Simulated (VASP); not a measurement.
Here is a VASP 6.6.1 calculation.

File INCAR:

```
SYSTEM = MnO2
  PREC = Accurate
  ENCUT = 520
  EDIFF = 1E-6
  ISMEAR = -1
  SIGMA = 0.05
  LREAL = .FALSE.
  LASPH = .TRUE.
  NELM = 150
  ALGO = Normal
  ISIF = 2
  LWAVE = .FALSE.
  LCHARG = .FALSE.
  ISPIN = 2
  MAGMOM = 4 0 0
  LORBIT = 11
  LMAXMIX = 4
  GGA = PS
  NBANDS = 24
```

The input KPOINTS:

```
Automatic mesh
0
G
  11 11 11
  0 0 0
```

POSCAR

```
MnO2
1.0
    1.4564504782      0.8408820756      4.6738353618
   -1.4564504782      0.8408820756      4.6738353618
    0.0000000000     -1.6817641514      4.6738353618
Mn O
1 2
Direct
    0.0000000000      0.0000000000      0.0000000000
    0.7356355100      0.7356355100      0.7356355100
    0.2643644900      0.2643644900      0.2643644900
```

Potentials or basis: VASP PAW PBE potentials, release 64 (Mn_pv, O).

Launch:

```sh
$ cat potpaw_PBE.64/Mn_pv/POTCAR potpaw_PBE.64/O/POTCAR > POTCAR
$ mpirun -np 1 vasp_std > vasp.out
```

Q: Predict the band gap on the k mesh.

A: 0.93 eV (least direct gap 1.02 eV).

Q: Predict the largest force.

A: 0.840 eV/Å.

Q: Estimate the pressure.

A: -11.2 GPa.

Stress tensor (GPa, compression positive):
```
-13.16   0.00   0.00
  0.00 -13.16   0.00
  0.00   0.00  -7.32
```

Caveat: the stress differs along the axes, from -13 to -7 GPa; the PAW data sets were made with another functional, which shifts forces and pressure a little; a cell with one magnetic atom can't hold antiferromagnetic order, which such compounds often take. A k mesh can miss the band edges.
